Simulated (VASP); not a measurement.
# K (Pm-3m) in VASP: a series of runs

The runs below take K through single point, with RPBE.

All numbers are computed with VASP 6.6.1; they aren't measurements. Logs are shortened: lines on timing, memory, paths and dates and some standing lists are left out, and cuts for length are marked.

### Step 1. The cell of the first run

Symmetry: Pm-3m, No. 221, cubic system. Conventional cell: a = 4.238 Å, b = 4.238 Å, c = 4.238 Å, α = 90.00°, β = 90.00°, γ = 90.00°. Within 5.6 Å of K (site symmetry m-3m) lie 6 K at 4.24 Å.

This isn't the form of K at room conditions, which is bcc.

### Step 2. Single point, RPBE (76.10 Å³/atom)

Input file INCAR:

```
PREC = Accurate ; ENCUT = 520
EDIFF = 1E-6 ; ISMEAR = -1
SIGMA = 0.1 ; LREAL = False
LASPH = True ; NELM = 60
ALGO = Normal ; ISIF = 2
LWAVE = False ; LCHARG = True
GGA = RP ; LELF = True
LVHAR = True ; NBANDS = 10
```

Input file KPOINTS:

```
regular mesh
0
Gamma
  8 8 8
```

Input file POSCAR:

```
K
1.0
    4.2376153663      0.0000000000      0.0000000000
    0.0000000000      4.2376153663      0.0000000000
    0.0000000000      0.0000000000      4.2376153663
K
1
Direct
    0.0000000000      0.0000000000      0.0000000000
```

Potentials or basis: VASP PAW PBE potentials, release 64 (K_sv).

Command:

```sh
cat potpaw_PBE.64/K_sv/POTCAR > POTCAR
mpirun -np 1 vasp_std > vasp.out
```

OUTCAR:

```text
PREC = Accurate
   ENCUT = 520
   EDIFF = 1E-6
   ISMEAR = -1
   LREAL = False
   LASPH = True
   NELM = 60
   ISIF = 2
   GGA = RP

 ion  position               nearest neighbor table
   1  0.000  0.000  0.000-

  LATTYP: Found a simple cubic cell.
 ALAT       =     4.2376153663

  Lattice vectors:

 A1 = (   4.2376153663,   0.0000000000,   0.0000000000)
 A2 = (   0.0000000000,   4.2376153663,   0.0000000000)
 A3 = (   0.0000000000,   0.0000000000,   4.2376153663)

Analysis of symmetry for initial positions (statically):
=====================================================================
 Subroutine PRICEL returns:
 Original cell was already a primitive cell.

 Routine SETGRP: Setting up the symmetry group for a
 simple cubic supercell.

 Subroutine GETGRP returns: Found 48 space group operations
 (whereof 48 operations were pure point group operations)
 out of a pool of 48 trial point group operations.

The static configuration has the point symmetry O_h .

Analysis of symmetry for dynamics (positions and initial velocities):
=====================================================================
 Subroutine PRICEL returns:
 Original cell was already a primitive cell.

 Routine SETGRP: Setting up the symmetry group for a
 simple cubic supercell.

 Subroutine GETGRP returns: Found 48 space group operations
 (whereof 48 operations were pure point group operations)
 out of a pool of 48 trial point group operations.

The dynamic configuration has the point symmetry O_h .

 Subroutine INISYM returns: Found 48 space group operations
 (whereof 48 operations are pure point group operations),
 and found     1 'primitive' translations

----------------------------------------------------------------------------------------

                                     Primitive cell

  volume of cell :      76.0965

  direct lattice vectors                    reciprocal lattice vectors
     4.237615366  0.000000000  0.000000000     0.235981776  0.000000000  0.000000000
     0.000000000  4.237615366  0.000000000     0.000000000  0.235981776  0.000000000
     0.000000000  0.000000000  4.237615366     0.000000000  0.000000000  0.235981776

  length of vectors
     4.237615366  4.237615366  4.237615366     0.235981776  0.235981776  0.235981776

  position of ions in fractional coordinates (direct lattice)
     0.000000000  0.000000000  0.000000000

  ion indices of the primitive-cell ions
   primitive index   ion index
                 1           1

----------------------------------------------------------------------------------------

 KPOINTS: regular mesh

Automatic generation of k-mesh.
 Grid dimensions read from file:
 generate k-points for:    8    8    8

 Generating k-lattice:

  Cartesian coordinates                     Fractional coordinates (reciprocal lattice)
     0.029497722  0.000000000  0.000000000     0.125000000  0.000000000  0.000000000
     0.000000000  0.029497722  0.000000000     0.000000000  0.125000000  0.000000000
     0.000000000  0.000000000  0.029497722     0.000000000  0.000000000  0.125000000

  Length of vectors
     0.029497722  0.029497722  0.029497722

  Shift w.r.t. Gamma in fractional coordinates (k-lattice)
     0.000000000  0.000000000  0.000000000

 Subroutine IBZKPT returns following result:
 ===========================================

 Found     35 irreducible k-points:

 Following reciprocal coordinates:
            Coordinates               Weight
  0.000000  0.000000  0.000000      1.000000
  0.125000  0.000000  0.000000      6.000000
  0.250000  0.000000  0.000000      6.000000
  0.375000  0.000000  0.000000      6.000000
  0.500000  0.000000  0.000000      3.000000
  0.125000  0.125000  0.000000     12.000000
[... 16 lines left out ...]
  0.375000  0.375000  0.125000     24.000000
  0.500000  0.375000  0.125000     24.000000
 [... further k-points ...]
   k-points           NKPTS =     35   k-points in BZ     NKDIM =     35   number of bands    NBANDS=     10
   number of dos      NEDOS =    301   number of ions     NIONS =      1
   total plane-waves  NPLWV =  32768
   dimension x,y,z NGX =    32 NGY =   32 NGZ =   32
   dimension x,y,z NGXF=    64 NGYF=   64 NGZF=   64
   ions per type =               1
   NGX,Y,Z   is equivalent  to a cutoff of  12.55, 12.55, 12.55 a.u.
   NGXF,Y,Z  is equivalent  to a cutoff of  25.11, 25.11, 25.11 a.u.
 SYSTEM =  unknown system
   PREC   = accura    normal or accurate (medium, high low for compatibility)
   ISTART =      0    job   : 0-new  1-cont  2-samecut
   ICHARG =      2    charge: 1-file 2-atom 10-const
   ISPIN  =      1    spin polarized calculation?
   LNONCOLLINEAR =      F non collinear calculations
   LSORBIT =      F    spin-orbit coupling
   LASPH  =      T    aspherical Exc in radial PAW
   ENCUT  =  520.0 eV  38.22 Ry    6.18 a.u.   7.88  7.88  7.88*2*pi/ulx,y,z
   NELM   =     60;   NELMIN=  2; NELMDL= -5     # of ELM steps
   EDIFF  = 0.1E-05   stopping-criterion for ELM
   LREAL  =      F    real-space projection
   EDIFFG = 0.1E-04   stopping-criterion for IOM
   NSW    =      0    number of steps for IOM
   IBRION =     -1    ionic relax: 0-MD 1-quasi-New 2-CG
   NFREE  =      0    steps in history (QN), initial steepest desc. (CG)
   ISIF   =      2    stress and relaxation
   ISYM   =      2    0-nonsym 1-usesym 2-fastsym
   POTIM  = 0.5000    time-step for ionic-motion
   TEBEG  =    0.0;   TEEND  =   0.0 temperature during run
   PSTRESS=    0.0 pullay stress
   NELECT =       9.0000    total number of electrons
   NUPDOWN=      -1.0000    fix difference up-down
   EMIN   =  10.00;   EMAX   =-10.00  energy-range for DOS
   EFERMI =   0.00;   METHOD = LEGACY
   ISMEAR =    -1;   SIGMA  =   0.10  broadening in eV -4-tet -1-fermi 0-gaus
   EFERMI_NEDOS =   21; number of points for ismear=-14 and -15
   IALGO  =     38    algorithm
   IMIX   =      4    mixing-type and parameters
     AMIX     =   0.40;   BMIX     =  1.00
     AMIX_MAG =   1.60;   BMIX_MAG =  1.00
  volume/ion in A,a.u.               =      76.10       513.52
  Fermi-wavevector in a.u.,A,eV,Ry     =   0.803589  1.518564  8.786040  0.645756
  Thomas-Fermi vector in A             =   1.911485
   LORBIT       =      0    0 simple, 1 ext, 2 COOP (PROOUT), +10 PAW based schemes
   GGA     = RP    functional components
   LHFCALC =     F    Hartree Fock is set to
   AEXX    =    0.0000 exact exchange contribution
   IVDW    =     0    specifies the selected vdW correction
   LEPSILON=     F    determine dielectric tensor
   LRPA    =     F    only Hartree local field effects (RPA)
 non-spin polarized calculation
  energy-cutoff  :      520.00
  volume of cell :       76.10
 maximum number of plane-waves:      2103
 NGX is ok and might be reduce to    32
   NGX = 15   NGY = 15   NGZ = 15

 number of electron       8.9999997 magnetization

 Free energy of the ion-electron system (eV)
  ---------------------------------------------------
  ext. energy  EPLUGINS =         0.00000000
  ---------------------------------------------------
  free energy    TOTEN  =        -0.83992872 eV

  energy without entropy =       -0.81693640  energy(sigma->0) =       -0.82843256

 E-fermi :  -0.0210     XC(G=0):  -5.4310

 val. band max:       -0.2162954009   @ k =   0.3750   0.2500   0.1250
 cond. band min:      -0.0196960938   @ k =   0.5000   0.0000   0.0000
 fundamental gap:      0.1965993071
 Fermi energy:        -0.0209525555

 k-point     1 :       0.0000    0.0000    0.0000
  band No.  band energies     occupation
      1     -32.4948      2.00000
      2     -15.8892      2.00000
      3     -15.8892      2.00000
      4     -15.8892      2.00000
      5      -2.1445      2.00000
      6       2.9080      0.00000
      7       2.9080      0.00000
      8       6.2372      0.00000
      9       6.2379      0.00000
     10       6.2431      0.00000

 k-point     2 :       0.1250    0.0000    0.0000
  band No.  band energies     occupation
      1     -32.4941      2.00000
      2     -15.9033      2.00000
      3     -15.8880      2.00000
      4     -15.8880      2.00000
      5      -1.9952      2.00000
      6       2.7498      0.00000
      7       2.9833      0.00000
      8       5.6882      0.00000
      9       5.6883      0.00000
     10       5.9931      0.00000

 k-point     3 :       0.2500    0.0000    0.0000
  band No.  band energies     occupation
      1     -32.4923      2.00000
      2     -15.9371      2.00000
      3     -15.8851      2.00000
      4     -15.8851      2.00000
      5      -1.5588      2.00000
      6       2.1040      0.00000
      7       3.1853      0.00000
      8       5.1580      0.00000
      9       5.1580      0.00000
     10       5.8082      0.00000

 k-point     4 :       0.3750    0.0000    0.0000
  band No.  band energies     occupation
      1     -32.4905      2.00000
      2     -15.9707      2.00000
      3     -15.8822      2.00000
      4     -15.8822      2.00000
      5      -0.8666      1.99957
      6       1.0864      0.00003
      7       3.4268      0.00000
      8       4.8149      0.00000
      9       4.8149      0.00000
     10       6.3423      0.00000
[... 222 lines left out ...]
 k-point    22 :       0.5000    0.2500    0.1250
  band No.  band energies     occupation
      1     -32.4866      2.00000
      2     -15.9767      2.00000
      3     -15.9256      2.00000
      4     -15.8904      2.00000
      5       0.5125      0.00959
      6       0.7663      0.00076
      7       3.3686      0.00000
      8       3.6069      0.00000
      9       4.7294      0.00000
     10       5.1850      0.00000

 k-point    23 :       0.3750    0.3750    0.1250
  band No.  band energies     occupation
      1     -32.4856      2.00000
      2     -15.9598      2.00000
      3     -15.9586      2.00000
      4     -15.8887      2.00000
      5       0.3601      0.04330
      6       1.9750      0.00000
      7       2.3023      0.00000
      8       3.5778      0.00000
      9       4.7477      0.00000
     10       5.0777      0.00000

 k-point    24 :       0.5000    0.3750    0.1250
  band No.  band energies     occupation
      1     -32.4849      2.00000
      2     -15.9724      2.00000
      3     -15.9575      2.00000
      4     -15.8874      2.00000
      5       0.8808      0.00024
      6       1.4628      0.00000
      7       2.6104      0.00000
      8       3.1360      0.00000
      9       4.9292      0.00000
     10       5.0182      0.00000

 [... further k-points ...]
[... 5 lines left out ...]
  --------------------------------------------------------------------------------------
  -------------------------------------------------------------------------------------
  Total        0.1811079      0.1811079      0.1811079     -0.0000000      0.0000000      0.0000000
  in kB        3.8131455      3.8131455      3.8131455     -0.0000000      0.0000000      0.0000000
  external PRESSURE =       3.8131455 kB  Pullay stress =       0.0000000 kB

 VOLUME and BASIS-vectors are now :
 -----------------------------------------------------------------------------
  energy-cutoff  :      520.00
  volume of cell :       76.10
      direct lattice vectors                 reciprocal lattice vectors
     4.237615366  0.000000000  0.000000000     0.235981776  0.000000000  0.000000000
     0.000000000  4.237615366  0.000000000     0.000000000  0.235981776  0.000000000
     0.000000000  0.000000000  4.237615366     0.000000000  0.000000000  0.235981776

 POSITION                                       TOTAL-FORCE (eV/Angst)
 -----------------------------------------------------------------------------------
      0.00000      0.00000      0.00000         0.000000      0.000000      0.000000
 -----------------------------------------------------------------------------------
    total drift:                                0.000000      0.000000      0.000000

  FREE ENERGIE OF THE ION-ELECTRON SYSTEM (eV)
  ---------------------------------------------------
  free  energy   TOTEN  =        -0.8399287207 eV

  energy  without entropy=       -0.8169364025  energy(sigma->0) =       -0.82843256
```

Run time: 7.7 s. Hardware: 1 thread of Intel Xeon 6975P-C (Granite Rapids), shared host; peak memory 0.17 GiB.

What came out:

* Free energy: -0.8399 eV
* Pressure: 0.4 GPa
* Band gap on the k mesh: zero (an odd number of electrons rules out a gap without spin polarisation)

Levels at points of the mesh, in eV from the Fermi level:
| k point | band 1 | band 2 | band 3 | band 4 | band 5 | band 6 | band 7 | band 8 |
| --- | --- | --- | --- | --- | --- | --- | --- | --- |
| (0.00, 0.00, 0.00) | -32.47 | -15.87 | -15.87 | -15.87 | -2.12 | 2.93 | 2.93 | 6.26 |
| (0.50, 0.00, 0.00) | -32.47 | -15.96 | -15.86 | -15.86 | 0.00 | 0.12 | 3.56 | 4.72 |
| (0.50, 0.50, 0.00) | -32.46 | -15.95 | -15.95 | -15.85 | 1.05 | 2.22 | 2.22 | 2.22 |
| (0.50, 0.50, 0.50) | -32.46 | -15.94 | -15.94 | -15.94 | 2.27 | 2.27 | 2.27 | 4.19 |

Caveat: the PAW data sets were made with another functional, which shifts forces and pressure a little.

(Part 1 of 2 ends here.)
